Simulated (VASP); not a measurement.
# AlRu (P4/mmm) in VASP: a series of runs

AlRu is run at these levels: PBE; tasks: single point.

Program: VASP 6.6.1. These are calculated values, not measurements. Logs are shortened: lines on timing, memory, paths and dates and some standing lists are left out, and cuts for length are marked.

### 1 The cell of the first run

It takes space group P4/mmm (No. 123, tetragonal). The conventional cell has a = 3.358 Å, b = 3.358 Å, c = 2.374 Å, α = 90.00°, β = 90.00°, γ = 90.00°. Within 3.1 Å of Al (site symmetry 4/mmm) lie 2 Al at 2.37 Å and 8 Ru at 2.65 Å. Within 3.1 Å of Ru (site symmetry 4/mmm) lie 2 Ru at 2.37 Å and 8 Al at 2.65 Å.

### 2 Single point, PBE

File INCAR:

```
  PREC = Accurate
  ENCUT = 520
  EDIFF = 1E-6
  ISMEAR = 0
  SIGMA = 0.15
  LREAL = False
  LASPH = True
  NELM = 100
  ALGO = Fast
  ISIF = 2
  LWAVE = False
  LCHARG = True
  GGA = PE
  LELF = True
  LVHAR = True
  NBANDS = 16
```

File KPOINTS:

```
regular mesh
0
Gamma
  18 18 18
```

File POSCAR:

```
AlRu
1.0
    3.3581265107      0.0000000000      0.0000000000
    0.0000000000      3.3581265107      0.0000000000
    0.0000000000      0.0000000000      2.3741954431
Al Ru
1 1
Direct
    0.0000000000      0.0000000000      0.0000000000
    0.5000000000      0.5000000000      0.5000000000
```

Potentials or basis: VASP PAW PBE potentials, release 64 (Al, Ru_pv).

On the command line:

```sh
$ cat potpaw_PBE.64/Al/POTCAR potpaw_PBE.64/Ru_pv/POTCAR > POTCAR
$ mpirun -np 1 vasp_std > vasp.out
```

OUTCAR:

```text
PREC = Accurate
   ENCUT = 520
   EDIFF = 1E-6
   ISMEAR = 0
   LREAL = False
   LASPH = True
   NELM = 100
   ISIF = 2
   GGA = PE

 ion  position               nearest neighbor table
   1  0.000  0.000  0.000-   2 2.65   2 2.65   2 2.65   2 2.65   2 2.65   2 2.65   2 2.65   2 2.65

   2  0.500  0.500  0.500-   1 2.65   1 2.65   1 2.65   1 2.65   1 2.65   1 2.65   1 2.65   1 2.65

  LATTYP: Found a simple tetragonal cell.
 ALAT       =     3.3581265107
 C/A-ratio  =     0.7070000000

  Lattice vectors:

 A1 = (   3.3581265107,   0.0000000000,   0.0000000000)
 A2 = (   0.0000000000,   3.3581265107,   0.0000000000)
 A3 = (   0.0000000000,   0.0000000000,   2.3741954431)

Analysis of symmetry for initial positions (statically):
=====================================================================
 Subroutine PRICEL returns:
 Original cell was already a primitive cell.

 Routine SETGRP: Setting up the symmetry group for a
 simple tetragonal supercell.

 Subroutine GETGRP returns: Found 16 space group operations
 (whereof 16 operations were pure point group operations)
 out of a pool of 16 trial point group operations.

The static configuration has the point symmetry D_4h.

Analysis of symmetry for dynamics (positions and initial velocities):
=====================================================================
 Subroutine PRICEL returns:
 Original cell was already a primitive cell.

 Routine SETGRP: Setting up the symmetry group for a
 simple tetragonal supercell.

 Subroutine GETGRP returns: Found 16 space group operations
 (whereof 16 operations were pure point group operations)
 out of a pool of 16 trial point group operations.

The dynamic configuration has the point symmetry D_4h.

 Subroutine INISYM returns: Found 16 space group operations
 (whereof 16 operations are pure point group operations),
 and found     1 'primitive' translations

----------------------------------------------------------------------------------------

                                     Primitive cell

  volume of cell :      26.7738

  direct lattice vectors                    reciprocal lattice vectors
     3.358126511  0.000000000  0.000000000     0.297785088  0.000000000  0.000000000
     0.000000000  3.358126511  0.000000000     0.000000000  0.297785088  0.000000000
     0.000000000  0.000000000  2.374195443     0.000000000  0.000000000  0.421195316

  length of vectors
     3.358126511  3.358126511  2.374195443     0.297785088  0.297785088  0.421195316

  position of ions in fractional coordinates (direct lattice)
     0.000000000  0.000000000  0.000000000
     0.500000000  0.500000000  0.500000000

  ion indices of the primitive-cell ions
   primitive index   ion index
                 1           1
                 2           2

----------------------------------------------------------------------------------------

 KPOINTS: regular mesh

Automatic generation of k-mesh.
 Grid dimensions read from file:
 generate k-points for:   18   18   18

 Generating k-lattice:

  Cartesian coordinates                     Fractional coordinates (reciprocal lattice)
     0.016543616  0.000000000  0.000000000     0.055555556  0.000000000  0.000000000
     0.000000000  0.016543616  0.000000000     0.000000000  0.055555556  0.000000000
     0.000000000  0.000000000  0.023399740     0.000000000  0.000000000  0.055555556

  Length of vectors
     0.016543616  0.016543616  0.023399740

  Shift w.r.t. Gamma in fractional coordinates (k-lattice)
     0.000000000  0.000000000  0.000000000

 Subroutine IBZKPT returns following result:
 ===========================================

 Found    550 irreducible k-points:

 Following reciprocal coordinates:
            Coordinates               Weight
  0.000000  0.000000  0.000000      1.000000
  0.055556  0.000000  0.000000      4.000000
  0.111111  0.000000  0.000000      4.000000
  0.166667  0.000000  0.000000      4.000000
  0.222222  0.000000  0.000000      4.000000
  0.277778  0.000000  0.000000      4.000000
[... 16 lines left out ...]
  0.277778  0.111111  0.000000      8.000000
  0.333333  0.111111  0.000000      8.000000
 [... further k-points ...]
   k-points           NKPTS =    550   k-points in BZ     NKDIM =    550   number of bands    NBANDS=     16
   number of dos      NEDOS =    301   number of ions     NIONS =      2
   total plane-waves  NPLWV =  14112
   dimension x,y,z NGX =    28 NGY =   28 NGZ =   18
   dimension x,y,z NGXF=    56 NGYF=   56 NGZF=   36
   ions per type =               1   1
   NGX,Y,Z   is equivalent  to a cutoff of  13.86, 13.86, 12.60 a.u.
   NGXF,Y,Z  is equivalent  to a cutoff of  27.72, 27.72, 25.21 a.u.
 SYSTEM =  unknown system
   PREC   = accura    normal or accurate (medium, high low for compatibility)
   ISTART =      0    job   : 0-new  1-cont  2-samecut
   ICHARG =      2    charge: 1-file 2-atom 10-const
   ISPIN  =      1    spin polarized calculation?
   LNONCOLLINEAR =      F non collinear calculations
   LSORBIT =      F    spin-orbit coupling
   LASPH  =      T    aspherical Exc in radial PAW
   ENCUT  =  520.0 eV  38.22 Ry    6.18 a.u.   6.24  6.24  4.41*2*pi/ulx,y,z
   NELM   =    100;   NELMIN=  2; NELMDL= -5     # of ELM steps
   EDIFF  = 0.1E-05   stopping-criterion for ELM
   LREAL  =      F    real-space projection
   EDIFFG = 0.1E-04   stopping-criterion for IOM
   NSW    =      0    number of steps for IOM
   IBRION =     -1    ionic relax: 0-MD 1-quasi-New 2-CG
   NFREE  =      0    steps in history (QN), initial steepest desc. (CG)
   ISIF   =      2    stress and relaxation
   ISYM   =      2    0-nonsym 1-usesym 2-fastsym
   POTIM  = 0.5000    time-step for ionic-motion
   TEBEG  =    0.0;   TEEND  =   0.0 temperature during run
   PSTRESS=    0.0 pullay stress
   NELECT =      17.0000    total number of electrons
   NUPDOWN=      -1.0000    fix difference up-down
   EMIN   =  10.00;   EMAX   =-10.00  energy-range for DOS
   EFERMI =   0.00;   METHOD = LEGACY
   ISMEAR =     0;   SIGMA  =   0.15  broadening in eV -4-tet -1-fermi 0-gaus
   EFERMI_NEDOS =   21; number of points for ismear=-14 and -15
   IALGO  =     68    algorithm
   IMIX   =      4    mixing-type and parameters
     AMIX     =   0.40;   BMIX     =  1.00
     AMIX_MAG =   1.60;   BMIX_MAG =  1.00
  volume/ion in A,a.u.               =      13.39        90.34
  Fermi-wavevector in a.u.,A,eV,Ry     =   1.407087  2.659009 26.938090  1.979894
  Thomas-Fermi vector in A             =   2.529382
   LORBIT       =      0    0 simple, 1 ext, 2 COOP (PROOUT), +10 PAW based schemes
   GGA     = PE    functional components
   LHFCALC =     F    Hartree Fock is set to
   AEXX    =    0.0000 exact exchange contribution
   IVDW    =     0    specifies the selected vdW correction
   LEPSILON=     F    determine dielectric tensor
   LRPA    =     F    only Hartree local field effects (RPA)
 non-spin polarized calculation
 RMM-DIIS sequential band-by-band and
 Gauss-broadening in eV      SIGMA  =   0.15
  energy-cutoff  :      520.00
  volume of cell :       26.77
 maximum number of plane-waves:       742
 NGX is ok and might be reduce to    28

 number of electron      16.9999999 magnetization

 Free energy of the ion-electron system (eV)
  ---------------------------------------------------
  ext. energy  EPLUGINS =         0.00000000
  ---------------------------------------------------
  free energy    TOTEN  =       -12.76418758 eV

  energy without entropy =      -12.74614227  energy(sigma->0) =      -12.75516493

 E-fermi :  11.5634     XC(G=0): -12.5299

 val. band max:       11.5631340372   @ k =   0.5000   0.2222   0.1667
 cond. band min:      11.5643023201   @ k =   0.3333   0.3333   0.0556
 fundamental gap:      0.0011682829
 Fermi energy:        11.5633746874

 k-point     1 :       0.0000    0.0000    0.0000
  band No.  band energies     occupation
      1     -31.1142      2.00000
      2     -31.1142      2.00000
      3     -30.4937      2.00000
      4       0.9498      2.00000
      5       6.1738      2.00000
      6       7.0700      2.00000
[... 8 lines left out ...]
     15      26.0158      0.00000
     16      27.2353      0.00000

 k-point     2 :       0.0556    0.0000    0.0000
  band No.  band energies     occupation
      1     -31.1162      2.00000
      2     -31.1140      2.00000
      3     -30.4936      2.00000
      4       0.9966      2.00000
      5       6.1760      2.00000
      6       7.0739      2.00000
[... 8 lines left out ...]
     15      26.0715      0.00000
     16      26.8846      0.00000

 k-point     3 :       0.1111    0.0000    0.0000
  band No.  band energies     occupation
      1     -31.1220      2.00000
      2     -31.1135      2.00000
      3     -30.4934      2.00000
      4       1.1364      2.00000
      5       6.1811      2.00000
      6       7.0773      2.00000
[... 8 lines left out ...]
     15      26.1326      0.00000
     16      26.2365      0.00000

 k-point     4 :       0.1667    0.0000    0.0000
  band No.  band energies     occupation
      1     -31.1309      2.00000
      2     -31.1128      2.00000
      3     -30.4930      2.00000
      4       1.3660      2.00000
      5       6.1837      2.00000
      6       7.0553      2.00000
[... 8 lines left out ...]
     15      25.2544      0.00000
     16      26.5037      0.00000

 k-point     5 :       0.2222    0.0000    0.0000
  band No.  band energies     occupation
      1     -31.1417      2.00000
      2     -31.1120      2.00000
      3     -30.4926      2.00000
      4       1.6805      2.00000
      5       6.1704      2.00000
      6       6.9723      2.00000
[... 8 lines left out ...]
     15      24.3350      0.00000
     16      26.8294      0.00000

 k-point     6 :       0.2778    0.0000    0.0000
  band No.  band energies     occupation
      1     -31.1533      2.00000
      2     -31.1111      2.00000
      3     -30.4922      2.00000
      4       2.0728      2.00000
      5       6.1050      2.00000
      6       6.8142      2.00000
[... 8 lines left out ...]
     15      23.4046      0.00000
     16      26.6894      0.00000

 k-point     7 :       0.3333    0.0000    0.0000
  band No.  band energies     occupation
      1     -31.1641      2.00000
      2     -31.1102      2.00000
      3     -30.4917      2.00000
      4       2.5327      2.00000
      5       5.9010      2.00000
      6       6.6481      2.00000
[... 8 lines left out ...]
     15      23.9268      0.00000
     16      26.7081      0.00000

 k-point     8 :       0.3889    0.0000    0.0000
  band No.  band energies     occupation
      1     -31.1729      2.00000
      2     -31.1095      2.00000
      3     -30.4914      2.00000
      4       3.0443      2.00000
      5       5.5016      2.00000
      6       6.5610      2.00000
[... 8 lines left out ...]
     15      24.4635      0.00000
     16      26.7343      0.00000

 k-point     9 :       0.4444    0.0000    0.0000
  band No.  band energies     occupation
      1     -31.1786      2.00000
      2     -31.1090      2.00000
      3     -30.4912      2.00000
      4       3.5702      2.00000
      5       5.0013      2.00000
      6       6.5314      2.00000
[... 8 lines left out ...]
     15      24.7751      0.00000
     16      26.7449      0.00000
[... 172 lines left out ...]
 k-point    19 :       0.5000    0.0556    0.0000
  band No.  band energies     occupation
      1     -31.1803      2.00000
      2     -31.1108      2.00000
      3     -30.4910      2.00000
      4       3.8931      2.00000
      5       4.7229      2.00000
      6       6.5350      2.00000
[... 8 lines left out ...]
     15      24.9179      0.00000
     16      27.0020      0.00000

 k-point    20 :       0.1111    0.1111    0.0000
  band No.  band energies     occupation
      1     -31.1217      2.00000
      2     -31.1209      2.00000
      3     -30.4931      2.00000
      4       1.3179      2.00000
      5       6.1874      2.00000
      6       7.1124      2.00000
[... 8 lines left out ...]
     15      24.8783      0.00000
     16      26.4542      0.00000

 k-point    21 :       0.1667    0.1111    0.0000
  band No.  band energies     occupation
      1     -31.1302      2.00000
      2     -31.1205      2.00000
      3     -30.4927      2.00000
      4       1.5406      2.00000
      5       6.1887      2.00000
      6       7.1224      2.00000
[... 8 lines left out ...]
     15      24.1914      0.00000
     16      26.7184      0.00000

 k-point    22 :       0.2222    0.1111    0.0000
  band No.  band energies     occupation
      1     -31.1409      2.00000
      2     -31.1196      2.00000
      3     -30.4923      2.00000
      4       1.8446      2.00000
      5       6.1738      2.00000
      6       7.0683      2.00000
[... 8 lines left out ...]
     15      23.6236      0.00000
     16      27.0736      0.00000

 k-point    23 :       0.2778    0.1111    0.0000
  band No.  band energies     occupation
      1     -31.1524      2.00000
      2     -31.1186      2.00000
      3     -30.4919      2.00000
      4       2.2215      2.00000
      5       6.1099      2.00000
      6       6.9127      2.00000
[... 8 lines left out ...]
     15      23.5304      0.00000
     16      27.5087      0.00000

 k-point    24 :       0.3333    0.1111    0.0000
  band No.  band energies     occupation
      1     -31.1632      2.00000
      2     -31.1177      2.00000
      3     -30.4914      2.00000
      4       2.6592      2.00000
      5       5.9227      2.00000
      6       6.7259      2.00000
[... 8 lines left out ...]
     15      24.0733      0.00000
     16      27.9701      0.00000

 [... further k-points ...]
[... 5 lines left out ...]
  --------------------------------------------------------------------------------------
  -------------------------------------------------------------------------------------
  Total       -0.4349767     -0.4349767     12.4815355      0.0000000      0.0000000      0.0000000
  in kB      -26.0295122    -26.0295122    746.9095736      0.0000000      0.0000000      0.0000000
  external PRESSURE =     231.6168497 kB  Pullay stress =       0.0000000 kB

 VOLUME and BASIS-vectors are now :
 -----------------------------------------------------------------------------
  energy-cutoff  :      520.00
  volume of cell :       26.77
      direct lattice vectors                 reciprocal lattice vectors
     3.358126511  0.000000000  0.000000000     0.297785088  0.000000000  0.000000000
     0.000000000  3.358126511  0.000000000     0.000000000  0.297785088  0.000000000
     0.000000000  0.000000000  2.374195443     0.000000000  0.000000000  0.421195316

 POSITION                                       TOTAL-FORCE (eV/Angst)
 -----------------------------------------------------------------------------------
      0.00000      0.00000      0.00000         0.000000      0.000000      0.000000
      1.67906      1.67906      1.18710         0.000000      0.000000      0.000000
 -----------------------------------------------------------------------------------
    total drift:                                0.000000      0.000000      0.000000

  FREE ENERGIE OF THE ION-ELECTRON SYSTEM (eV)
  ---------------------------------------------------
  free  energy   TOTEN  =       -12.7641875777 eV

  energy  without entropy=      -12.7461422733  energy(sigma->0) =      -12.75516493
```

It took 2.7 min on 1 thread of Intel Xeon 6975P-C, shared host; peak memory 0.33 GiB.

What came out:

- Free energy: -12.7642 eV
- Pressure: 23.2 GPa

Levels at points of the mesh, in eV from the Fermi level:
```tsv
k point	band 7	band 8	band 9	band 10	band 11	band 12
(0.00, 0.00, 0.00)	-2.05	0.99	0.99	1.91	1.91	6.50
(0.50, 0.00, 0.00)	-3.71	-0.37	0.60	1.05	5.16	7.15
(0.50, 0.50, 0.00)	-3.43	-0.58	0.66	0.66	1.13	2.96
(0.00, 0.00, 0.50)	-3.31	-2.26	-0.81	4.64	7.23	7.81
(0.50, 0.00, 0.50)	-2.41	-1.92	0.23	0.70	5.25	7.90
(0.50, 0.50, 0.50)	0.16	1.75	2.39	3.19	3.19	4.51
```

### 3 Single point, PBE

This run uses another cell than the first one, of the same volume but with other edges.

File INCAR:

```
SYSTEM = AlRu
PREC = Accurate
ENCUT = 520
EDIFF = 1E-6
ISMEAR = 0
SIGMA = 0.15
LREAL = .FALSE.
LASPH = .TRUE.
NELM = 100
ALGO = Fast
ISIF = 2
LWAVE = .FALSE.
LCHARG = .FALSE.
GGA = PE
NBANDS = 16
```

File KPOINTS:

```
regular mesh
0
G
  18 18 18
  0 0 0
```

File POSCAR:

```
AlRu
1.0
    2.6653467779      0.0000000000      0.0000000000
    0.0000000000      2.6653467779      0.0000000000
    0.0000000000      0.0000000000      3.7688003439
Al Ru
1 1
Direct
    0.0000000000      0.0000000000      0.0000000000
    0.5000000000      0.5000000000      0.5000000000
```

Potentials or basis: VASP PAW PBE potentials, release 64 (Al, Ru_pv).

On the command line:

```sh
$ cat potpaw_PBE.64/Al/POTCAR potpaw_PBE.64/Ru_pv/POTCAR > POTCAR
$ mpirun -np 1 vasp_std > vasp.out
```

It took 2.4 min on 1 thread of Intel Xeon 6975P-C, shared host; peak memory 0.33 GiB.

The run converged. Its results:

* Free energy: -13.5566 eV
* Pressure: 11.0 GPa

Stress tensor (GPa, compression positive):
```
18.73  0.00  0.00
 0.00 18.73  0.00
 0.00  0.00 -4.31
```

Levels at points of the mesh, in eV from the Fermi level:
| k point | band 5 | band 6 | band 7 | band 8 | band 9 | band 10 | band 11 | band 12 | band 13 | band 14 |
| --- | --- | --- | --- | --- | --- | --- | --- | --- | --- | --- |
| (0.00, 0.00, 0.00) | -4.40 | -4.17 | -0.08 | -0.08 | 0.07 | 1.32 | 7.32 | 9.50 | 9.50 | 9.95 |
| (0.50, 0.00, 0.00) | -4.74 | -4.19 | -3.20 | -0.85 | 0.39 | 3.64 | 5.88 | 5.96 | 10.10 | 11.63 |
| (0.50, 0.50, 0.00) | -2.95 | -2.95 | -2.45 | -0.46 | -0.46 | 2.92 | 6.38 | 6.89 | 7.04 | 11.63 |
| (0.00, 0.00, 0.50) | -6.58 | -4.02 | -1.67 | -0.45 | -0.45 | 1.34 | 8.12 | 10.13 | 13.12 | 13.12 |
| (0.50, 0.00, 0.50) | -3.71 | -3.19 | -1.10 | -0.82 | -0.65 | 0.09 | 3.87 | 5.75 | 11.63 | 14.06 |
| (0.50, 0.50, 0.50) | -4.52 | -4.52 | 0.14 | 2.79 | 2.84 | 2.92 | 4.76 | 4.76 | 5.63 | 5.63 |
